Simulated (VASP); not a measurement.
# Ti3Sn (Fm-3m) in VASP: a series of runs

Runs on Ti3Sn. Level: LDA. Tasks: single point, relaxation of cell and atoms.

All numbers are computed with VASP 6.6.1; they aren't measurements. Logs are shortened: lines on timing, memory, paths and dates and some standing lists are left out, and cuts for length are marked.

## (1) The cell of the first run

Symmetry: Fm-3m, No. 225, cubic system. The conventional cell has a = 6.440 Å, b = 6.440 Å, c = 6.440 Å, α = 90.00°, β = 90.00°, γ = 90.00°. Sn (site symmetry m-3m) has 14 Ti at 2.79 to 3.22 Å within 3.7 Å. Within 3.7 Å of Ti (site symmetry m-3m) lie 8 Ti at 2.79 Å and 6 Sn at 3.22 Å. Within 3.7 Å of Ti (site symmetry -43m) lie 4 Sn at 2.79 Å and 10 Ti at 2.79 to 3.22 Å.

## (2) Single point, LDA

Input file INCAR:

```
PREC = Accurate
ENCUT = 500
EDIFF = 1E-6
ISMEAR = -1
SIGMA = 0.05
LREAL = F
LASPH = T
NELM = 120
ALGO = Normal
ISIF = 2
LWAVE = F
LCHARG = F
NBANDS = 33
GGA_COMPAT = F
```

Input file KPOINTS:

```
regular mesh
0
Gamma
  6 6 6
```

Input file POSCAR:

```
Ti3Sn
1.0
    0.0000000000      3.2199665953      3.2199665953
    3.2199665953      0.0000000000      3.2199665953
    3.2199665953      3.2199665953      0.0000000000
Sn Ti
1 3
Direct
    0.0000000000      0.0000000000      0.0000000000
    0.5000000000      0.5000000000      0.5000000000
    0.2500000000      0.2500000000      0.2500000000
    0.7500000000      0.7500000000      0.7500000000
```

Potentials or basis: VASP PAW LDA potentials, release 64 (Sn_d, Ti_sv).

Command:

```bash
cat potpaw_LDA.64/Sn_d/POTCAR potpaw_LDA.64/Ti_sv/POTCAR > POTCAR
mpirun -np 1 vasp_std > vasp.out
```

OUTCAR:

```text
PREC = Accurate
   ENCUT = 500
   EDIFF = 1E-6
   ISMEAR = -1
   LREAL = F
   LASPH = T
   NELM = 120
   ISIF = 2

 ion  position               nearest neighbor table
   1  0.000  0.000  0.000-   4 2.79   4 2.79   4 2.79   3 2.79   3 2.79   3 2.79   4 2.79   3 2.79
                             2 3.22   2 3.22   2 3.22   2 3.22   2 3.22   2 3.22
   2  0.500  0.500  0.500-   3 2.79   3 2.79   3 2.79   4 2.79   4 2.79   4 2.79   4 2.79   3 2.79
                             1 3.22   1 3.22   1 3.22   1 3.22   1 3.22   1 3.22
   3  0.250  0.250  0.250-   1 2.79   1 2.79   1 2.79   2 2.79   2 2.79   2 2.79   2 2.79   1 2.79

   4  0.750  0.750  0.750-   2 2.79   2 2.79   2 2.79   1 2.79   1 2.79   1 2.79   2 2.79   1 2.79

  LATTYP: Found a face centered cubic cell.
 ALAT       =     6.4399331906

  Lattice vectors:

 A1 = (   0.0000000000,   3.2199665953,   3.2199665953)
 A2 = (   3.2199665953,   0.0000000000,   3.2199665953)
 A3 = (   3.2199665953,   3.2199665953,   0.0000000000)

Analysis of symmetry for initial positions (statically):
=====================================================================
 Subroutine PRICEL returns:
 Original cell was already a primitive cell.

 Routine SETGRP: Setting up the symmetry group for a
 face centered cubic supercell.

 Subroutine GETGRP returns: Found 48 space group operations
 (whereof 48 operations were pure point group operations)
 out of a pool of 48 trial point group operations.

The static configuration has the point symmetry O_h .

Analysis of symmetry for dynamics (positions and initial velocities):
=====================================================================
 Subroutine PRICEL returns:
 Original cell was already a primitive cell.

 Routine SETGRP: Setting up the symmetry group for a
 face centered cubic supercell.

 Subroutine GETGRP returns: Found 48 space group operations
 (whereof 48 operations were pure point group operations)
 out of a pool of 48 trial point group operations.

The dynamic configuration has the point symmetry O_h .

 Subroutine INISYM returns: Found 48 space group operations
 (whereof 48 operations are pure point group operations),
 and found     1 'primitive' translations

----------------------------------------------------------------------------------------

                                     Primitive cell

  volume of cell :      66.7704

  direct lattice vectors                    reciprocal lattice vectors
     0.000000000  3.219966595  3.219966595    -0.155281114  0.155281114  0.155281114
     3.219966595  0.000000000  3.219966595     0.155281114 -0.155281114  0.155281114
     3.219966595  3.219966595  0.000000000     0.155281114  0.155281114 -0.155281114

  length of vectors
     4.553720429  4.553720429  4.553720429     0.268954779  0.268954779  0.268954779

  position of ions in fractional coordinates (direct lattice)
     0.000000000  0.000000000  0.000000000
     0.500000000  0.500000000  0.500000000
     0.250000000  0.250000000  0.250000000
     0.750000000  0.750000000  0.750000000

  ion indices of the primitive-cell ions
   primitive index   ion index
                 1           1
                 2           2
                 3           3
                 4           4

----------------------------------------------------------------------------------------

 KPOINTS: regular mesh

Automatic generation of k-mesh.
 Grid dimensions read from file:
 generate k-points for:    6    6    6

 Generating k-lattice:

  Cartesian coordinates                     Fractional coordinates (reciprocal lattice)
    -0.025880186  0.025880186  0.025880186     0.166666667  0.000000000  0.000000000
     0.025880186 -0.025880186  0.025880186     0.000000000  0.166666667  0.000000000
     0.025880186  0.025880186 -0.025880186     0.000000000  0.000000000  0.166666667

  Length of vectors
     0.044825796  0.044825796  0.044825796

  Shift w.r.t. Gamma in fractional coordinates (k-lattice)
     0.000000000  0.000000000  0.000000000

 Subroutine IBZKPT returns following result:
 ===========================================

 Found     16 irreducible k-points:

 Following reciprocal coordinates:
            Coordinates               Weight
  0.000000  0.000000  0.000000      1.000000
  0.166667  0.000000  0.000000      8.000000
  0.333333  0.000000  0.000000      8.000000
  0.500000  0.000000  0.000000      4.000000
  0.166667  0.166667  0.000000      6.000000
  0.333333  0.166667  0.000000     24.000000
[... 8 lines left out ...]
 -0.333333  0.333333  0.166667     24.000000
 -0.333333  0.500000  0.166667     12.000000
   k-points           NKPTS =     16   k-points in BZ     NKDIM =     16   number of bands    NBANDS=     33
   number of dos      NEDOS =    301   number of ions     NIONS =      4
   total plane-waves  NPLWV =  46656
   dimension x,y,z NGX =    36 NGY =   36 NGZ =   36
   dimension x,y,z NGXF=    72 NGYF=   72 NGZF=   72
   ions per type =               1   3
   NGX,Y,Z   is equivalent  to a cutoff of  13.14, 13.14, 13.14 a.u.
   NGXF,Y,Z  is equivalent  to a cutoff of  26.29, 26.29, 26.29 a.u.
 SYSTEM =  unknown system
   PREC   = accura    normal or accurate (medium, high low for compatibility)
   ISTART =      0    job   : 0-new  1-cont  2-samecut
   ICHARG =      2    charge: 1-file 2-atom 10-const
   ISPIN  =      1    spin polarized calculation?
   LNONCOLLINEAR =      F non collinear calculations
   LSORBIT =      F    spin-orbit coupling
   LASPH  =      T    aspherical Exc in radial PAW
   ENCUT  =  500.0 eV  36.75 Ry    6.06 a.u.   8.30  8.30  8.30*2*pi/ulx,y,z
   NELM   =    120;   NELMIN=  2; NELMDL= -5     # of ELM steps
   EDIFF  = 0.1E-05   stopping-criterion for ELM
   LREAL  =      F    real-space projection
   EDIFFG = 0.1E-04   stopping-criterion for IOM
   NSW    =      0    number of steps for IOM
   IBRION =     -1    ionic relax: 0-MD 1-quasi-New 2-CG
   NFREE  =      0    steps in history (QN), initial steepest desc. (CG)
   ISIF   =      2    stress and relaxation
   ISYM   =      2    0-nonsym 1-usesym 2-fastsym
   POTIM  = 0.5000    time-step for ionic-motion
   TEBEG  =    0.0;   TEEND  =   0.0 temperature during run
   PSTRESS=    0.0 pullay stress
   NELECT =      50.0000    total number of electrons
   NUPDOWN=      -1.0000    fix difference up-down
   EMIN   =  10.00;   EMAX   =-10.00  energy-range for DOS
   EFERMI =   0.00;   METHOD = LEGACY
   ISMEAR =    -1;   SIGMA  =   0.05  broadening in eV -4-tet -1-fermi 0-gaus
   EFERMI_NEDOS =   21; number of points for ismear=-14 and -15
   IALGO  =     38    algorithm
   IMIX   =      4    mixing-type and parameters
     AMIX     =   0.40;   BMIX     =  1.00
     AMIX_MAG =   1.60;   BMIX_MAG =  1.00
  volume/ion in A,a.u.               =      16.69       112.65
  Fermi-wavevector in a.u.,A,eV,Ry     =   1.486632  2.809327 30.069891  2.210075
  Thomas-Fermi vector in A             =   2.599894
   LORBIT       =      0    0 simple, 1 ext, 2 COOP (PROOUT), +10 PAW based schemes
   GGA     = CA    functional components
   LHFCALC =     F    Hartree Fock is set to
   AEXX    =    0.0000 exact exchange contribution
   IVDW    =     0    specifies the selected vdW correction
   LEPSILON=     F    determine dielectric tensor
   LRPA    =     F    only Hartree local field effects (RPA)
 non-spin polarized calculation
  energy-cutoff  :      500.00
  volume of cell :       66.77
 maximum number of plane-waves:      1711
 NGX is ok and might be reduce to    36
   NGX = 17   NGY = 17   NGZ = 17

 number of electron      50.0000017 magnetization

 Free energy of the ion-electron system (eV)
  ---------------------------------------------------
  ext. energy  EPLUGINS =         0.00000000
  ---------------------------------------------------
  free energy    TOTEN  =       -31.13950394 eV

  energy without entropy =      -31.07716900  energy(sigma->0) =      -31.10833647

 E-fermi :   9.9493     XC(G=0): -12.2622

 val. band max:        9.9253065723   @ k =   0.1667   0.1667   0.0000
 cond. band min:       9.9836431410   @ k =  -0.1667   0.1667   0.0000
 fundamental gap:      0.0583365687
 Fermi energy:         9.9492833204

 k-point     1 :       0.0000    0.0000    0.0000
  band No.  band energies     occupation
      1     -45.9257      2.00000
      2     -45.8604      2.00000
      3     -45.5104      2.00000
      4     -22.6344      2.00000
      5     -22.6344      2.00000
      6     -22.6344      2.00000
[... 25 lines left out ...]
     32      12.8263      0.00000
     33      12.9397      0.00000

 k-point     2 :       0.1667    0.0000    0.0000
  band No.  band energies     occupation
      1     -45.9186      2.00000
      2     -45.8631      2.00000
      3     -45.5149      2.00000
      4     -22.6783      2.00000
      5     -22.6566      2.00000
      6     -22.6566      2.00000
[... 25 lines left out ...]
     32      12.9623      0.00000
     33      13.1569      0.00000

 k-point     3 :       0.3333    0.0000    0.0000
  band No.  band energies     occupation
      1     -45.9019      2.00000
      2     -45.8707      2.00000
      3     -45.5243      2.00000
      4     -22.6828      2.00000
      5     -22.6828      2.00000
      6     -22.6820      2.00000
[... 25 lines left out ...]
     32      12.7283      0.00000
     33      12.7284      0.00000

 k-point     4 :       0.5000    0.0000    0.0000
  band No.  band energies     occupation
      1     -45.8872      2.00000
      2     -45.8806      2.00000
      3     -45.5292      2.00000
      4     -22.6931      2.00000
      5     -22.6931      2.00000
      6     -22.6612      2.00000
[... 385 lines left out ...]
     32      12.8192      0.00000
     33      12.9465      0.00000

 k-point    15 :      -0.3333    0.3333    0.1667
  band No.  band energies     occupation
      1     -45.8821      2.00000
      2     -45.8804      2.00000
      3     -45.5347      2.00000
      4     -22.7772      2.00000
      5     -22.6865      2.00000
      6     -22.6674      2.00000
[... 25 lines left out ...]
     32      12.5397      0.00000
     33      12.8714      0.00000

 k-point    16 :      -0.3333    0.5000    0.1667
  band No.  band energies     occupation
      1     -45.8837      2.00000
      2     -45.8770      2.00000
      3     -45.5365      2.00000
      4     -22.7964      2.00000
      5     -22.7285      2.00000
      6     -22.6581      2.00000
[... 25 lines left out ...]
     32      12.3950      0.00000
     33      12.6811      0.00000

------------------------ aborting loop because EDIFF is reached ----------------------------------------

  FORCE on cell =-STRESS in cart. coord.  units (eV):
  Direction    XX          YY          ZZ          XY          YZ          ZX
  --------------------------------------------------------------------------------------
  -------------------------------------------------------------------------------------
  Total        0.0157156      0.0157156      0.0157156      0.0000000     -0.0000000      0.0000000
  in kB        0.3771015      0.3771015      0.3771015      0.0000000     -0.0000000      0.0000000
  external PRESSURE =       0.3771015 kB  Pullay stress =       0.0000000 kB

 VOLUME and BASIS-vectors are now :
 -----------------------------------------------------------------------------
  energy-cutoff  :      500.00
  volume of cell :       66.77
      direct lattice vectors                 reciprocal lattice vectors
     0.000000000  3.219966595  3.219966595    -0.155281114  0.155281114  0.155281114
     3.219966595  0.000000000  3.219966595     0.155281114 -0.155281114  0.155281114
     3.219966595  3.219966595  0.000000000     0.155281114  0.155281114 -0.155281114

 POSITION                                       TOTAL-FORCE (eV/Angst)
 -----------------------------------------------------------------------------------
      0.00000      0.00000      0.00000         0.000000     -0.000000      0.000000
      3.21997      3.21997      3.21997         0.000000     -0.000000      0.000000
      1.60998      1.60998      1.60998        -0.000000     -0.000000     -0.000000
      4.82995      4.82995      4.82995         0.000000      0.000000      0.000000
 -----------------------------------------------------------------------------------
    total drift:                                0.000000      0.000000      0.000000

  FREE ENERGIE OF THE ION-ELECTRON SYSTEM (eV)
  ---------------------------------------------------
  free  energy   TOTEN  =       -31.1395039380 eV

  energy  without entropy=      -31.0771690032  energy(sigma->0) =      -31.10833647
```

Run time: 82 s. Hardware: 1 thread of Intel Xeon 8259CL, shared host; peak memory 0.18 GiB.

Results:

- Free energy: -31.1395 eV
- Pressure: 0.0 GPa
- Band gap on the k mesh: zero (bands 25 and 26 overlap by 0.26 eV)

Levels at points of the mesh, in eV from the Fermi level:
```csv
k point,band 23,band 24,band 25,band 26,band 27,band 28
"(0.00, 0.00, 0.00)",-1.72,-0.03,-0.03,-0.03,2.28,2.28
"(0.50, 0.00, 0.00)",-0.51,-0.51,-0.12,-0.12,0.70,0.96
"(0.50, 0.50, 0.00)",-1.78,-0.42,-0.18,-0.18,0.95,0.95
```

Caveat: spin-orbit coupling is left out, which moves the levels of the heavy elements.

[end of part 1 of 2]

The gap in the log of VASP goes by the Fermi energy; the results here count the filled bands.